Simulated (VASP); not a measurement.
The system is Hg.

```xyz
1
Lattice="3.2713 0.0000 0.0000 -1.6357 2.8331 0.0000 0.0000 0.0000 2.9941" Properties=species:S:1:pos:R:3 pbc="T T T"
Hg    0.0000    0.0000    1.4971
```

The cell was generated, and may not be a known phase.

| Property | Result |
| --- | --- |
| Program | VASP 6.6.1 |
| Task | relaxation of cell and atoms |
| Functional | PBE |
| Potentials or basis | VASP PAW PBE potentials, release 64 (Hg) |
| Cutoff | 600 eV |
| k mesh | 18 × 18 × 18 |
| Occupations | gaussian, width 0.1 eV |
| Spin | no spin polarisation |

At the start: pressure 0.7 GPa; volume 27.75 Å³/atom.

Problem. How do energy, volume and symmetry change on relaxing?

Solution. Over 8 steps the energy falls by 3.3 meV/atom and the volume is 28.70 Å³/atom (+3.4 %); space group P6/mmm (No. 191, to 0.1 Å) before and after.

Step by step:
| step | energy change (eV) | largest force (eV/Å) | pressure (GPa) | volume (Å³) |
| --- | --- | --- | --- | --- |
| 1 | 0.0000 | 0.0000 | 0.74 | 27.75 |
| 2 | -0.0024 | 0.0000 | 0.29 | 28.27 |
| 3 | -0.0031 | 0.0000 | -0.03 | 28.72 |
| 4 | -0.0032 | 0.0000 | -0.05 | 28.79 |
| 5 | -0.0032 | 0.0000 | -0.08 | 28.84 |
| 6 | -0.0032 | 0.0000 | -0.07 | 28.82 |
| 7 | -0.0032 | 0.0000 | -0.06 | 28.77 |
| 8 | -0.0033 | 0.0000 | -0.02 | 28.70 |

Final structure:
```
Hg
1.0
     3.28299    0.00000    0.00000
    -1.64150    2.84316    0.00000
     0.00000    0.00000    3.07503
Hg
1
Direct
  0.00000 0.00000 0.50000
```
